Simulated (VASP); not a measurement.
# SnO2 in VASP: further runs, part 2 of 2

VASP 6.6.1. Earlier steps stand in the parts before.

**3. Single point, PBE (atoms displaced along a vibrational mode, the cell strained)**

Contents of INCAR:

```
SYSTEM = SnO2
  ALGO = Normal
  EDIFF = 1E-7
  ENCUT = 520
  GGA = PE
  ISIF = 2
  ISMEAR = 0
  LASPH = .True.
  LCHARG = .False.
  LREAL = .False.
  LWAVE = .False.
  NBANDS = 35
  NELM = 60
  PREC = Accurate
  SIGMA = 0.05
```

Contents of KPOINTS:

```
k-points
0
Gamma
  6 6 8
  0 0 0
```

Contents of POSCAR:

```
SnO2
1.0
    4.7715494980      0.0000000000      0.0000000000
    0.0000000000      4.7715630227      0.0000000000
    0.0000000000      0.0000000000      3.3133445725
Sn O
2 4
Direct
    0.5000000000      0.5000000000      0.5000000000
    0.0000000000      0.0000000000      0.0000000000
    0.3065724414      0.3066303347      0.0000000000
    0.8065724414      0.1933696653      0.5000000000
    0.1934275586      0.8066303347      0.5000000000
    0.6934275586      0.6933696653      0.0000000000
```

Potentials or basis: VASP PAW PBE potentials, release 64 (Sn_d, O).

Launch:

```console
$ cat potpaw_PBE.64/Sn_d/POTCAR potpaw_PBE.64/O/POTCAR > POTCAR
$ mpirun -np 1 vasp_std > vasp.out
```

OUTCAR:

```text
SYSTEM = SnO2
   EDIFF = 1E-7
   ENCUT = 520
   GGA = PE
   ISIF = 2
   ISMEAR = 0
   LASPH = .True.
   LREAL = .False.
   NELM = 60
   PREC = Accurate

 ion  position               nearest neighbor table
   1  0.500  0.500  0.500-   4 2.07   5 2.07   3 2.11   6 2.11   3 2.11   6 2.11
   2  0.000  0.000  0.000-   3 2.07   6 2.07   5 2.11   4 2.11   4 2.11   5 2.11
   3  0.307  0.307  0.000-   2 2.07   1 2.11   1 2.11
   4  0.807  0.193  0.500-   1 2.07   2 2.11   2 2.11
   5  0.193  0.807  0.500-   1 2.07   2 2.11   2 2.11
   6  0.693  0.693  0.000-   2 2.07   1 2.11   1 2.11

  LATTYP: Found a simple tetragonal cell.
 ALAT       =     4.7715494980
 C/A-ratio  =     0.6943959345

  Lattice vectors:

 A1 = (   4.7715494980,   0.0000000000,   0.0000000000)
 A2 = (   0.0000000000,   4.7715630227,   0.0000000000)
 A3 = (   0.0000000000,   0.0000000000,   3.3133445725)

Analysis of symmetry for initial positions (statically):
=====================================================================
 Subroutine PRICEL returns:
 Original cell was already a primitive cell.

 Routine SETGRP: Setting up the symmetry group for a
 simple tetragonal supercell.

 Subroutine GETGRP returns: Found  8 space group operations
 (whereof  4 operations were pure point group operations)
 out of a pool of 16 trial point group operations.

The static configuration has the point symmetry C_2h.
 The point group associated with its full space group is D_2h.

Analysis of symmetry for dynamics (positions and initial velocities):
=====================================================================
 Subroutine PRICEL returns:
 Original cell was already a primitive cell.

 Routine SETGRP: Setting up the symmetry group for a
 simple tetragonal supercell.

 Subroutine GETGRP returns: Found  8 space group operations
 (whereof  4 operations were pure point group operations)
 out of a pool of 16 trial point group operations.

The dynamic configuration has the point symmetry C_2h.
 The point group associated with its full space group is D_2h.

 Subroutine INISYM returns: Found  8 space group operations
 (whereof  4 operations are pure point group operations),
 and found     1 'primitive' translations

----------------------------------------------------------------------------------------

                                     Primitive cell

  volume of cell :      75.4374

  direct lattice vectors                    reciprocal lattice vectors
     4.771549498  0.000000000  0.000000000     0.209575527  0.000000000  0.000000000
     0.000000000  4.771563023  0.000000000     0.000000000  0.209574933  0.000000000
     0.000000000  0.000000000  3.313344573     0.000000000  0.000000000  0.301809841

  length of vectors
     4.771549498  4.771563023  3.313344573     0.209575527  0.209574933  0.301809841

  position of ions in fractional coordinates (direct lattice)
     0.500000000  0.500000000  0.500000000
     0.000000000  0.000000000  0.000000000
     0.306572441  0.306630335  0.000000000
     0.806572441  0.193369665  0.500000000
[... 34 lines left out ...]
 ===========================================

 Found     80 irreducible k-points:

 Following reciprocal coordinates:
            Coordinates               Weight
  0.000000  0.000000  0.000000      1.000000
  0.166667  0.000000  0.000000      2.000000
  0.000000  0.166667  0.000000      2.000000
  0.333333  0.000000  0.000000      2.000000
  0.000000  0.333333  0.000000      2.000000
  0.500000  0.000000  0.000000      1.000000
[... 16 lines left out ...]
  0.000000  0.500000  0.125000      2.000000
  0.166667  0.166667  0.125000      8.000000
 [... further k-points ...]
   k-points           NKPTS =     80   k-points in BZ     NKDIM =     80   number of bands    NBANDS=     35
   number of dos      NEDOS =    301   number of ions     NIONS =      6
   total plane-waves  NPLWV =  36288
   dimension x,y,z NGX =    36 NGY =   36 NGZ =   28
   dimension x,y,z NGXF=    72 NGYF=   72 NGZF=   56
   ions per type =               2   4
   NGX,Y,Z   is equivalent  to a cutoff of  12.54, 12.54, 14.05 a.u.
   NGXF,Y,Z  is equivalent  to a cutoff of  25.09, 25.09, 28.10 a.u.
 SYSTEM =  SnO2
   PREC   = accura    normal or accurate (medium, high low for compatibility)
   ISTART =      0    job   : 0-new  1-cont  2-samecut
   ICHARG =      2    charge: 1-file 2-atom 10-const
   ISPIN  =      1    spin polarized calculation?
   LNONCOLLINEAR =      F non collinear calculations
   LSORBIT =      F    spin-orbit coupling
   LASPH  =      T    aspherical Exc in radial PAW
   ENCUT  =  520.0 eV  38.22 Ry    6.18 a.u.   8.87  8.87  6.16*2*pi/ulx,y,z
   NELM   =     60;   NELMIN=  2; NELMDL= -5     # of ELM steps
   EDIFF  = 0.1E-06   stopping-criterion for ELM
   LREAL  =      F    real-space projection
   EDIFFG = 0.1E-05   stopping-criterion for IOM
   NSW    =      0    number of steps for IOM
   IBRION =     -1    ionic relax: 0-MD 1-quasi-New 2-CG
   NFREE  =      0    steps in history (QN), initial steepest desc. (CG)
   ISIF   =      2    stress and relaxation
   ISYM   =      2    0-nonsym 1-usesym 2-fastsym
   POTIM  = 0.5000    time-step for ionic-motion
   TEBEG  =    0.0;   TEEND  =   0.0 temperature during run
   PSTRESS=    0.0 pullay stress
   NELECT =      52.0000    total number of electrons
   NUPDOWN=      -1.0000    fix difference up-down
   EMIN   =  10.00;   EMAX   =-10.00  energy-range for DOS
   EFERMI =   0.00;   METHOD = LEGACY
   ISMEAR =     0;   SIGMA  =   0.05  broadening in eV -4-tet -1-fermi 0-gaus
   EFERMI_NEDOS =   21; number of points for ismear=-14 and -15
   IALGO  =     38    algorithm
   IMIX   =      4    mixing-type and parameters
     AMIX     =   0.40;   BMIX     =  1.00
     AMIX_MAG =   1.60;   BMIX_MAG =  1.00
  volume/ion in A,a.u.               =      12.57        84.85
  Fermi-wavevector in a.u.,A,eV,Ry     =   1.446151  2.732830 28.454590  2.091353
  Thomas-Fermi vector in A             =   2.564252
   LORBIT       =      0    0 simple, 1 ext, 2 COOP (PROOUT), +10 PAW based schemes
   GGA     = PE    functional components
   LHFCALC =     F    Hartree Fock is set to
   AEXX    =    0.0000 exact exchange contribution
   IVDW    =     0    specifies the selected vdW correction
   LEPSILON=     F    determine dielectric tensor
   LRPA    =     F    only Hartree local field effects (RPA)
 non-spin polarized calculation
 Gauss-broadening in eV      SIGMA  =   0.05
  energy-cutoff  :      520.00
  volume of cell :       75.44
 maximum number of plane-waves:      2060
   NGX = 17   NGY = 17   NGZ = 13

 number of electron      52.0000003 magnetization

 Free energy of the ion-electron system (eV)
  ---------------------------------------------------
  ext. energy  EPLUGINS =         0.00000000
  ---------------------------------------------------
  free energy    TOTEN  =       -37.27755890 eV

  energy without entropy =      -37.27755890  energy(sigma->0) =      -37.27755890

 E-fermi :   5.8108     XC(G=0): -10.9944

 val. band max:        5.5425896596   @ k =   0.0000   0.0000   0.0000
 cond. band min:       6.0957095081   @ k =   0.0000   0.0000   0.0000
 fundamental gap:      0.5531198485
 Fermi energy:         5.8108098163

 k-point     1 :       0.0000    0.0000    0.0000
  band No.  band energies     occupation
      1     -15.4735      2.00000
      2     -14.7655      2.00000
      3     -14.6427      2.00000
      4     -14.6144      2.00000
      5     -14.6144      2.00000
      6     -14.5885      2.00000
[... 901 lines left out ...]
     34      17.5073      0.00000
     35      17.8185      0.00000

 [... further k-points ...]

------------------------ aborting loop because EDIFF is reached ----------------------------------------

  FORCE on cell =-STRESS in cart. coord.  units (eV):
  Direction    XX          YY          ZZ          XY          YZ          ZX
  --------------------------------------------------------------------------------------
  -------------------------------------------------------------------------------------
  Total        0.7832565      0.7840539     -2.1943407      0.0000000      0.0000000      0.0000000
  in kB       16.6351956     16.6521310    -46.6045092      0.0000000      0.0000000      0.0000000
  external PRESSURE =      -4.4390609 kB  Pullay stress =       0.0000000 kB

 VOLUME and BASIS-vectors are now :
 -----------------------------------------------------------------------------
  energy-cutoff  :      520.00
  volume of cell :       75.44
      direct lattice vectors                 reciprocal lattice vectors
     4.771549498  0.000000000  0.000000000     0.209575527  0.000000000  0.000000000
     0.000000000  4.771563023  0.000000000     0.000000000  0.209574933  0.000000000
     0.000000000  0.000000000  3.313344573     0.000000000  0.000000000  0.301809841

 POSITION                                       TOTAL-FORCE (eV/Angst)
 -----------------------------------------------------------------------------------
      2.38577      2.38578      1.65667         0.000000      0.000000      0.000000
      0.00000      0.00000      0.00000         0.000000      0.000000      0.000000
      1.46283      1.46311      0.00000         0.039729      0.039541      0.000000
      3.84860      0.92268      1.65667         0.039729     -0.039541      0.000000
      0.92295      3.84889      1.65667        -0.039729      0.039541      0.000000
      3.30872      3.30846      0.00000        -0.039729     -0.039541     -0.000000
 -----------------------------------------------------------------------------------
    total drift:                                0.000000      0.000000     -0.000000

  FREE ENERGIE OF THE ION-ELECTRON SYSTEM (eV)
  ---------------------------------------------------
  free  energy   TOTEN  =       -37.2775588957 eV

  energy  without entropy=      -37.2775588957  energy(sigma->0) =      -37.27755890
```

Run time: 82 s. Hardware: 1 thread of Intel Xeon 6975P-C (Granite Rapids), shared host; peak memory 0.29 GiB.

What came out:

```yaml
Free_energy: -37.2776 eV
Pressure: -0.4 GPa
Largest_force: 0.056 eV/Å
Band_gap_on_the_k_mesh: 0.55 eV
```

Forces on the atoms (eV/Å):
```
Sn   0.000  0.000  0.000
Sn   0.000  0.000  0.000
O    0.040  0.040  0.000
O    0.040 -0.040  0.000
O   -0.040  0.040  0.000
O   -0.040 -0.040  0.000
```

Levels at points of the mesh, in eV from the valence-band top:
```tsv
k point	band 23	band 24	band 25	band 26	band 27	band 28	band 29	band 30
(0.00, 0.00, 0.00)	-1.32	-0.70	-0.70	0.00	0.55	5.41	5.84	5.84
(0.50, 0.00, 0.00)	-1.26	-1.26	-0.57	-0.57	3.85	3.85	6.57	6.57
(0.00, 0.50, 0.00)	-1.26	-1.26	-0.57	-0.57	3.85	3.85	6.57	6.57
(0.50, 0.50, 0.00)	-1.40	-1.40	-0.78	-0.78	4.17	4.17	7.00	7.00
(0.00, 0.00, 0.50)	-1.54	-1.54	-1.16	-1.16	5.54	5.54	9.44	9.44
(0.50, 0.00, 0.50)	-0.98	-0.98	-0.68	-0.68	5.84	5.84	7.77	7.77
(0.00, 0.50, 0.50)	-0.98	-0.98	-0.68	-0.68	5.84	5.84	7.77	7.77
(0.50, 0.50, 0.50)	-0.88	-0.88	-0.72	-0.72	4.35	4.35	8.64	8.64
```

Caveat: the cell differs from its parent crystal (atoms displaced along a vibrational mode, the cell strained); spin-orbit coupling is left out, which moves the levels of the heavy elements.
